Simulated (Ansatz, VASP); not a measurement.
# One calculation of Rh, two programs

```
Rh
1.0
     2.55538    0.00000    0.00000
    -1.27769    2.21303    0.00000
     0.00000    0.00000    4.13302
Rh
2
Direct
  0.33333 0.66667 0.25000
  0.66667 0.33333 0.75000
```

Change from the starting cell: volume scaled by 0.88, PAW files.

Alike in both runs: task single point; functional LDA; k mesh 16 × 16 × 9; occupations fermi-dirac, width 0.08 eV; no spin polarisation.

|  | VASP | Ansatz |
| --- | --- | --- |
| version | VASP 6.6.1 | Ansatz 0.2.0 |
| potentials or method | VASP PAW LDA potentials, release 64 (Rh_pv) | PAW with Ansatz's default frozen-core files, scalar-relativistic |
| plane-wave cutoff (eV) | 520 | 420 |
| valence electrons in the cell | 30 | 34 |

Ansatz gave:

| Property | Result |
| --- | --- |
| pressure (GPa) | 55.2 |

What did VASP give for the same quantities?

Pressure (GPa): 56.7.

LDA's correlation is that of Perdew and Zunger in VASP and of Perdew and Wang (1992) in Ansatz. Both programs put the cell under a high pressure, so it lies far from rest at this level. VASP's potentials hold 30 valence electrons a cell and Ansatz's 34, so a difference there can come from the potentials and not from the codes.
